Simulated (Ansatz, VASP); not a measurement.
CuAs: VASP beside Ansatz

```
CELL_PARAMETERS angstrom
4.04430 0.00000 0.00000
-2.02215 3.50247 0.00000
0.00000 0.00000 4.98760
ATOMIC_POSITIONS crystal
Cu 0.00000 0.00000 0.50000
Cu 0.00000 0.00000 0.00000
As 0.66667 0.33333 0.75000
As 0.33333 0.66667 0.25000
```

Alike in both runs: task single point; functional LDA; k mesh 12 × 12 × 8; occupations gaussian, width 0.15 eV; no spin polarisation.

|  | VASP | Ansatz |
| --- | --- | --- |
| version | VASP 6.6.1 | Ansatz 0.2.0 |
| potentials or method | VASP PAW LDA potentials, release 64 (Cu, As), cutoff 520 eV | scalar-relativistic, plane waves, PAW |
| valence electrons in the cell | 32 | 68 |

|  | VASP | Ansatz | Ansatz less VASP |
| --- | --- | --- | --- |
| gap on the k mesh at the Fermi level (eV) | none | none | - |
| pressure (GPa) | -13.7 | -14.1 | -0.38 |
| traceless stress, the component that is largest in VASP (GPa) | 2.37 | 2.33 | -0.044 |

LDA's correlation is that of Perdew and Zunger in VASP and of Perdew and Wang (1992) in Ansatz. A gap of «none» marks a metal or a gap that the smearing closes. VASP's potentials hold 32 valence electrons a cell and Ansatz's 68, so a difference there can come from the potentials and not from the codes.
